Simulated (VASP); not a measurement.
# Li3B2 (P6/mmm) in VASP: further runs

The runs below take Li3B2 through single point, relaxation of cell and atoms, with PBE.

All numbers are computed with VASP 6.6.1; they aren't measurements. Logs are shortened: lines on timing, memory, paths and dates and some standing lists are left out, and cuts for length are marked.

### 1 The cell of the first run

The structure is hexagonal, space group P6/mmm (No. 191). Conventional cell: a = 5.009 Å, b = 5.009 Å, c = 3.115 Å, α = 90.00°, β = 90.00°, γ = 120.00°. Within 3.3 Å of Li (site symmetry mmm) lie 6 B at 2.50 to 2.95 Å and 6 Li at 2.50 to 3.11 Å. Within 2.1 Å of B (site symmetry 6/mmm) lie 2 B at 1.56 Å. Within 2.1 Å of B (site symmetry 6/mmm) lie 2 B at 1.56 Å.

The cell was generated, and may not be a known phase.

### 2 Single point, PBE

INCAR

```
SYSTEM = Li3B2
PREC = Accurate
ENCUT = 520
EDIFF = 1E-6
ISMEAR = 0
SIGMA = 0.1
LREAL = .FALSE.
LASPH = .TRUE.
NELM = 80
ALGO = Fast
ISIF = 2
LWAVE = .FALSE.
LCHARG = .FALSE.
GGA = PE
NBANDS = 16
```

KPOINTS

```
Automatic mesh
0
G
  9 9 12
  0 0 0
```

POSCAR

```
Li3B2
1.0
    5.0093858481      0.0000000000      0.0000000000
   -2.5046929241      4.3382554019      0.0000000000
    0.0000000000      0.0000000000      3.1147655428
Li B
3 2
Direct
    0.5000000000      0.0000000000      0.5000000000
    0.0000000000      0.5000000000      0.5000000000
    0.5000000000      0.5000000000      0.5000000000
    0.0000000000      0.0000000000      0.0000000000
    0.0000000000      0.0000000000      0.5000000000
```

Potentials or basis: VASP PAW PBE potentials, release 64 (Li_sv, B).

Run with:

```
cat potpaw_PBE.64/Li_sv/POTCAR potpaw_PBE.64/B/POTCAR > POTCAR
mpirun -np 1 vasp_std > vasp.out
```

OUTCAR:

```text
SYSTEM = Li3B2
   PREC = Accurate
   ENCUT = 520
   EDIFF = 1E-6
   ISMEAR = 0
   LREAL = .FALSE.
   LASPH = .TRUE.
   NELM = 80
   ISIF = 2
   GGA = PE

 ion  position               nearest neighbor table
   1  0.500  0.000  0.500-   2 2.50   2 2.50   3 2.50   3 2.50
   2  0.000  0.500  0.500-   3 2.50   3 2.50   1 2.50   1 2.50
   3  0.500  0.500  0.500-   2 2.50   2 2.50   1 2.50   1 2.50
   4  0.000  0.000  0.000-   5 1.56   5 1.56
   5  0.000  0.000  0.500-   4 1.56   4 1.56

  LATTYP: Found a hexagonal cell.
 ALAT       =     5.0093858481
 C/A-ratio  =     0.6217859109

  Lattice vectors:

 A1 = (   5.0093858481,   0.0000000000,   0.0000000000)
 A2 = (  -2.5046929241,   4.3382554019,   0.0000000000)
 A3 = (   0.0000000000,   0.0000000000,   3.1147655428)

Analysis of symmetry for initial positions (statically):
=====================================================================
 Subroutine PRICEL returns:
 Original cell was already a primitive cell.

 Routine SETGRP: Setting up the symmetry group for a
 hexagonal supercell.

 Subroutine GETGRP returns: Found 24 space group operations
 (whereof 24 operations were pure point group operations)
 out of a pool of 24 trial point group operations.

The static configuration has the point symmetry D_6h.

Analysis of symmetry for dynamics (positions and initial velocities):
=====================================================================
 Subroutine PRICEL returns:
 Original cell was already a primitive cell.

 Routine SETGRP: Setting up the symmetry group for a
 hexagonal supercell.

 Subroutine GETGRP returns: Found 24 space group operations
 (whereof 24 operations were pure point group operations)
 out of a pool of 24 trial point group operations.

The dynamic configuration has the point symmetry D_6h.

 Subroutine INISYM returns: Found 24 space group operations
 (whereof 24 operations are pure point group operations),
 and found     1 'primitive' translations

----------------------------------------------------------------------------------------

                                     Primitive cell

  volume of cell :      67.6901

  direct lattice vectors                    reciprocal lattice vectors
     5.009385848  0.000000000  0.000000000     0.199625270  0.115253703  0.000000000
    -2.504692924  4.338255402  0.000000000     0.000000000  0.230507406  0.000000000
     0.000000000  0.000000000  3.114765543     0.000000000  0.000000000  0.321051452

  length of vectors
     5.009385848  5.009385848  3.114765543     0.230507406  0.230507406  0.321051452

  position of ions in fractional coordinates (direct lattice)
     0.500000000  0.000000000  0.500000000
     0.000000000  0.500000000  0.500000000
     0.500000000  0.500000000  0.500000000
     0.000000000  0.000000000  0.000000000
     0.000000000  0.000000000  0.500000000

  ion indices of the primitive-cell ions
   primitive index   ion index
                 1           1
                 2           2
                 3           3
                 4           4
                 5           5

----------------------------------------------------------------------------------------

 KPOINTS: Automatic mesh

Automatic generation of k-mesh.
 Grid dimensions read from file:
 generate k-points for:    9    9   12

 Generating k-lattice:

  Cartesian coordinates                     Fractional coordinates (reciprocal lattice)
     0.022180586  0.012805967  0.000000000     0.111111111 -0.000000000  0.000000000
     0.000000000  0.025611934  0.000000000     0.000000000  0.111111111  0.000000000
     0.000000000  0.000000000  0.026754288     0.000000000  0.000000000  0.083333333

  Length of vectors
     0.025611934  0.025611934  0.026754288

  Shift w.r.t. Gamma in fractional coordinates (k-lattice)
     0.000000000  0.000000000  0.000000000

 Subroutine IBZKPT returns following result:
 ===========================================

 Found     84 irreducible k-points:

 Following reciprocal coordinates:
            Coordinates               Weight
  0.000000  0.000000  0.000000      1.000000
  0.111111 -0.000000  0.000000      6.000000
  0.222222  0.000000  0.000000      6.000000
  0.333333  0.000000  0.000000      6.000000
  0.444444  0.000000  0.000000      6.000000
  0.111111  0.111111  0.000000      6.000000
[... 16 lines left out ...]
  0.333333  0.222222  0.083333     24.000000
  0.333333  0.333333  0.083333      4.000000
 [... further k-points ...]
   k-points           NKPTS =     84   k-points in BZ     NKDIM =     84   number of bands    NBANDS=     16
   number of dos      NEDOS =    301   number of ions     NIONS =      5
   total plane-waves  NPLWV =  38400
   dimension x,y,z NGX =    40 NGY =   40 NGZ =   24
   dimension x,y,z NGXF=    80 NGYF=   80 NGZF=   48
   ions per type =               3   2
   NGX,Y,Z   is equivalent  to a cutoff of  13.27, 13.27, 12.81 a.u.
   NGXF,Y,Z  is equivalent  to a cutoff of  26.55, 26.55, 25.62 a.u.
 SYSTEM =  Li3B2
   PREC   = accura    normal or accurate (medium, high low for compatibility)
   ISTART =      0    job   : 0-new  1-cont  2-samecut
   ICHARG =      2    charge: 1-file 2-atom 10-const
   ISPIN  =      1    spin polarized calculation?
   LNONCOLLINEAR =      F non collinear calculations
   LSORBIT =      F    spin-orbit coupling
   LASPH  =      T    aspherical Exc in radial PAW
   ENCUT  =  520.0 eV  38.22 Ry    6.18 a.u.   9.31  9.31  5.79*2*pi/ulx,y,z
   NELM   =     80;   NELMIN=  2; NELMDL= -5     # of ELM steps
   EDIFF  = 0.1E-05   stopping-criterion for ELM
   LREAL  =      F    real-space projection
   EDIFFG = 0.1E-04   stopping-criterion for IOM
   NSW    =      0    number of steps for IOM
[... 5 lines left out ...]
   TEBEG  =    0.0;   TEEND  =   0.0 temperature during run
   PSTRESS=    0.0 pullay stress
   NELECT =      15.0000    total number of electrons
   NUPDOWN=      -1.0000    fix difference up-down
   EMIN   =  10.00;   EMAX   =-10.00  energy-range for DOS
   EFERMI =   0.00;   METHOD = LEGACY
   ISMEAR =     0;   SIGMA  =   0.10  broadening in eV -4-tet -1-fermi 0-gaus
   EFERMI_NEDOS =   21; number of points for ismear=-14 and -15
   IALGO  =     68    algorithm
   IMIX   =      4    mixing-type and parameters
     AMIX     =   0.40;   BMIX     =  1.00
     AMIX_MAG =   1.60;   BMIX_MAG =  1.00
  volume/ion in A,a.u.               =      13.54        91.36
  Fermi-wavevector in a.u.,A,eV,Ry     =   0.990673  1.872100 13.353203  0.981433
  Thomas-Fermi vector in A             =   2.122360
   LORBIT       =      0    0 simple, 1 ext, 2 COOP (PROOUT), +10 PAW based schemes
   GGA     = PE    functional components
   LHFCALC =     F    Hartree Fock is set to
   AEXX    =    0.0000 exact exchange contribution
   IVDW    =     0    specifies the selected vdW correction
   LEPSILON=     F    determine dielectric tensor
   LRPA    =     F    only Hartree local field effects (RPA)
 non-spin polarized calculation
 RMM-DIIS sequential band-by-band and
 Gauss-broadening in eV      SIGMA  =   0.10
  energy-cutoff  :      520.00
  volume of cell :       67.69
 maximum number of plane-waves:      1848
 NGX is ok and might be reduce to    40
   NGX = 19   NGY = 19   NGZ = 11

 number of electron      15.0000000 magnetization

 Free energy of the ion-electron system (eV)
  ---------------------------------------------------
  ext. energy  EPLUGINS =         0.00000000
  ---------------------------------------------------
  free energy    TOTEN  =       -18.18599115 eV

  energy without entropy =      -18.17796257  energy(sigma->0) =      -18.18197686

 E-fermi :   2.3241     XC(G=0):  -8.3435

 val. band max:        2.3220411759   @ k =   0.3333   0.1111   0.5000
 cond. band min:       2.3621628775   @ k =   0.3333   0.2222   0.0833
 fundamental gap:      0.0401217016
 Fermi energy:         2.3240628426

 k-point     1 :       0.0000    0.0000    0.0000
  band No.  band energies     occupation
      1     -44.6637      2.00000
      2     -44.5900      2.00000
      3     -44.5900      2.00000
      4      -7.6785      2.00000
      5      -1.3046      2.00000
      6      -1.2527      2.00000
[... 8 lines left out ...]
     15      12.1114      0.00000
     16      12.1131      0.00000

 k-point     2 :       0.1111   -0.0000    0.0000
  band No.  band energies     occupation
      1     -44.6618      2.00000
      2     -44.5920      2.00000
      3     -44.5900      2.00000
      4      -7.6682      2.00000
      5      -1.4022      2.00000
      6      -1.3013      2.00000
[... 8 lines left out ...]
     15      11.7851      0.00000
     16      11.9841      0.00000

 k-point     3 :       0.2222    0.0000    0.0000
  band No.  band energies     occupation
      1     -44.6562      2.00000
      2     -44.5975      2.00000
      3     -44.5900      2.00000
      4      -7.6416      2.00000
      5      -1.7129      2.00000
      6      -1.2927      2.00000
[... 8 lines left out ...]
     15      11.3626      0.00000
     16      11.5817      0.00000

 k-point     4 :       0.3333    0.0000    0.0000
  band No.  band energies     occupation
      1     -44.6482      2.00000
      2     -44.6057      2.00000
      3     -44.5901      2.00000
      4      -7.6105      2.00000
      5      -1.9985      2.00000
      6      -1.2830      2.00000
[... 8 lines left out ...]
     15      11.1051      0.00000
     16      11.1749      0.00000

 k-point     5 :       0.4444    0.0000    0.0000
  band No.  band energies     occupation
      1     -44.6406      2.00000
      2     -44.6133      2.00000
      3     -44.5901      2.00000
      4      -7.5896      2.00000
      5      -2.1612      2.00000
      6      -1.2767      2.00000
[... 8 lines left out ...]
     15      10.9178      0.00000
     16      10.9441      0.00000

 k-point     6 :       0.1111    0.1111    0.0000
  band No.  band energies     occupation
      1     -44.6580      2.00000
      2     -44.5958      2.00000
      3     -44.5900      2.00000
      4      -7.6497      2.00000
      5      -1.6130      2.00000
      6      -1.2953      2.00000
[... 8 lines left out ...]
     15      11.3980      0.00000
     16      11.8024      0.00000
[... 267 lines left out ...]
 k-point    21 :       0.4444    0.1111    0.0833
  band No.  band energies     occupation
      1     -44.6374      2.00000
      2     -44.6158      2.00000
      3     -44.5898      2.00000
      4      -7.5124      2.00000
      5      -2.0529      2.00000
      6      -1.4655      2.00000
[... 8 lines left out ...]
     15      10.0417      0.00000
     16      12.1609      0.00000

 k-point    22 :       0.2222    0.2222    0.0833
  band No.  band energies     occupation
      1     -44.6431      2.00000
      2     -44.6101      2.00000
      3     -44.5898      2.00000
      4      -7.5249      2.00000
      5      -1.8969      2.00000
      6      -1.4668      2.00000
[... 8 lines left out ...]
     15      10.1532      0.00000
     16      10.7657      0.00000

 k-point    23 :       0.3333    0.2222    0.0833
  band No.  band energies     occupation
      1     -44.6350      2.00000
      2     -44.6182      2.00000
      3     -44.5898      2.00000
      4      -7.5088      2.00000
      5      -1.9400      2.00000
      6      -1.5246      2.00000
[... 8 lines left out ...]
     15       9.8939      0.00000
     16      11.9351      0.00000

 k-point    24 :       0.3333    0.3333    0.0833
  band No.  band energies     occupation
      1     -44.6266      2.00000
      2     -44.6266      2.00000
      3     -44.5898      2.00000
      4      -7.5032      2.00000
      5      -1.7771      2.00000
      6      -1.7771      2.00000
[... 8 lines left out ...]
     15       9.5606      0.00000
     16      12.4465      0.00000

 [... further k-points ...]

------------------------ aborting loop because EDIFF is reached ----------------------------------------

  FORCE on cell =-STRESS in cart. coord.  units (eV):
  Direction    XX          YY          ZZ          XY          YZ          ZX
  --------------------------------------------------------------------------------------
  -------------------------------------------------------------------------------------
  Total       -0.0247325     -0.0247325     -0.0556179      0.0000000      0.0000000      0.0000000
  in kB       -0.5854020     -0.5854020     -1.3164372      0.0000000      0.0000000      0.0000000
  external PRESSURE =      -0.8290804 kB  Pullay stress =       0.0000000 kB

 VOLUME and BASIS-vectors are now :
 -----------------------------------------------------------------------------
  energy-cutoff  :      520.00
  volume of cell :       67.69
      direct lattice vectors                 reciprocal lattice vectors
     5.009385848  0.000000000  0.000000000     0.199625270  0.115253703  0.000000000
    -2.504692924  4.338255402  0.000000000     0.000000000  0.230507406  0.000000000
     0.000000000  0.000000000  3.114765543     0.000000000  0.000000000  0.321051452

 POSITION                                       TOTAL-FORCE (eV/Angst)
 -----------------------------------------------------------------------------------
      2.50469      0.00000      1.55738        -0.000000      0.000000      0.000000
     -1.25235      2.16913      1.55738         0.000000      0.000000      0.000000
      1.25235      2.16913      1.55738         0.000000      0.000000      0.000000
      0.00000      0.00000      0.00000         0.000000      0.000000      0.000000
      0.00000      0.00000      1.55738         0.000000      0.000000      0.000000
 -----------------------------------------------------------------------------------
    total drift:                               -0.000000      0.000000     -0.000000

  FREE ENERGIE OF THE ION-ELECTRON SYSTEM (eV)
  ---------------------------------------------------
  free  energy   TOTEN  =       -18.1859911486 eV

  energy  without entropy=      -18.1779625652  energy(sigma->0) =      -18.18197686
```

Wall time 3.1 min (1 thread of Intel Xeon 8259CL, shared host); peak memory 0.23 GiB.

Results:

```
Free energy            : -18.1860 eV
Band gap on the k mesh : zero (an odd number of electrons rules out a gap without spin polarisation)
```

Caveat: the cutoff is under 1.25 times the usual one of these potentials, so pressure, stress and relaxed cells hold a basis-set (Pulay) error.

### 3 Relaxation of cell and atoms, PBE

This run uses another cell than the first one, of 12.99 Å³/atom.

INCAR

```
  PREC = Accurate
  ENCUT = 600
  EDIFF = 1E-7
  ISMEAR = 0
  SIGMA = 0.1
  LREAL = F
  LASPH = T
  NELM = 100
  ALGO = Normal
  ISIF = 3
  LWAVE = F
  LCHARG = F
  GGA = PE
  IBRION = 2
  NSW = 100
  EDIFFG = -0.01
```

KPOINTS

```
regular mesh
0
Gamma
  9 9 12
```

Edit POSCAR of step 2 so:

```diff
@@ -2,5 +2,5 @@
 1.0
-    5.0093858481      0.0000000000      0.0000000000
-   -2.5046929241      4.3382554019      0.0000000000
-    0.0000000000      0.0000000000      3.1147655428
+    4.8870698832      0.0000000000      0.0000000000
+   -2.4435349416      4.2323266689      0.0000000000
+    0.0000000000      0.0000000000      3.1404060824
 Li B
```

Potentials or basis: VASP PAW PBE potentials, release 64 (Li_sv, B).

Run with:

```
cat potpaw_PBE.64/Li_sv/POTCAR potpaw_PBE.64/B/POTCAR > POTCAR
mpirun -np 1 vasp_std > vasp.out
```

It took 7.1 min on 1 thread of Intel Xeon 8259CL, shared host; peak memory 0.24 GiB.

It converged, with:

| Item | Value |
| --- | --- |
| Free energy | -18.1848 eV |
| Relaxed volume | 13.49 Å³/atom |
| Relaxed cell | a = 5.001 Å, b = 5.001 Å, c = 3.113 Å, α = 90.00°, β = 90.00°, γ = 120.00° |
| Space group after relaxing (to 0.1 Å) | P6/mmm (No. 191) |
| Energy gained by relaxing | 3.3 meV/atom |
| Ionic steps | 7 |
| Pressure after relaxing | 0.0 GPa |
| Band gap on the k mesh | zero (an odd number of electrons rules out a gap without spin polarisation) |

The path:
```
step  energy change (eV)  largest force (eV/Å)  pressure (GPa)  volume (Å³)
   1              0.0000                0.0000            0.04        64.96
   2             -0.0067                0.0000            0.77        64.99
   3             -0.0075                0.0000            1.13        65.00
   4             -0.0130                0.0000            0.81        65.97
   5             -0.0156                0.0000            0.42        67.20
   6             -0.0157                0.0000           -0.33        67.65
   7             -0.0165                0.0000            0.03        67.43
```

Final structure:
```
Li B
1.0
     5.00097    0.00000    0.00000
    -2.50049    4.33097    0.00000
     0.00000    0.00000    3.11310
Li B
3 2
Direct
  0.50000 0.00000 0.50000
  0.00000 0.50000 0.50000
  0.50000 0.50000 0.50000
  0.00000 0.00000 0.00000
  0.00000 0.00000 0.50000
```

Levels at points of the mesh, in eV from the Fermi level:
```csv
k point,band 5,band 6,band 7,band 8,band 9,band 10,band 11
"(0.00, 0.00, 0.00)",-3.64,-3.59,-3.59,-0.84,0.07,4.26,4.26
"(0.00, 0.00, 0.50)",-7.57,-0.47,-0.47,0.34,0.79,0.79,2.21
```

Caveat: the cutoff is under 1.25 times the usual one of these potentials, so pressure, stress and relaxed cells hold a basis-set (Pulay) error.

The gap in the log of VASP goes by the Fermi energy; the results here count the filled bands.